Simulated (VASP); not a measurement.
# La: single point with BLYP

La:

```
CELL_PARAMETERS angstrom
6.16864 0.00000 0.00000
-3.08432 5.34220 0.00000
0.00000 0.00000 3.79079
ATOMIC_POSITIONS crystal
La 0.00000 0.00000 0.00000
La 0.33333 0.66667 0.50000
La 0.66667 0.33333 0.50000
```

This cell differs from its parent crystal: volume scaled by 1.04.

| Item | Value |
| --- | --- |
| Program | VASP 6.6.1 |
| Task | single point |
| Functional | BLYP |
| Potentials or basis | VASP PAW PBE potentials, release 64 (La) |
| Cutoff | 520 eV |
| k mesh | 7 × 7 × 10 |
| Occupations | fermi-dirac, width 0.1 eV |
| Spin | no spin polarisation |

```yaml
Pressure: -1.0 GPa
```

Stress tensor (GPa, compression positive):
```
-1.03  0.00  0.00
 0.00 -1.03  0.00
 0.00  0.00 -0.88
```

Levels at points of the mesh, in eV from the Fermi level:
```tsv
k point	band 13	band 14	band 15	band 16	band 17	band 18	band 19	band 20	band 21	band 22
(0.00, 0.00, 0.00)	-3.08	-1.18	0.29	0.47	0.47	0.49	0.49	0.88	1.17	1.31
(0.00, 0.00, 0.50)	-1.32	-1.32	-0.76	-0.76	-0.65	0.08	0.99	0.99	1.31	1.32
```

It took 5.3 min on 1 thread of Oxide Virtual Turin-like Processor, with other jobs on the host, peak memory 0.28 GiB.

Caveat: the PAW data sets were made with another functional, which shifts forces and pressure a little; spin-orbit coupling is left out, which moves the levels of the heavy elements.
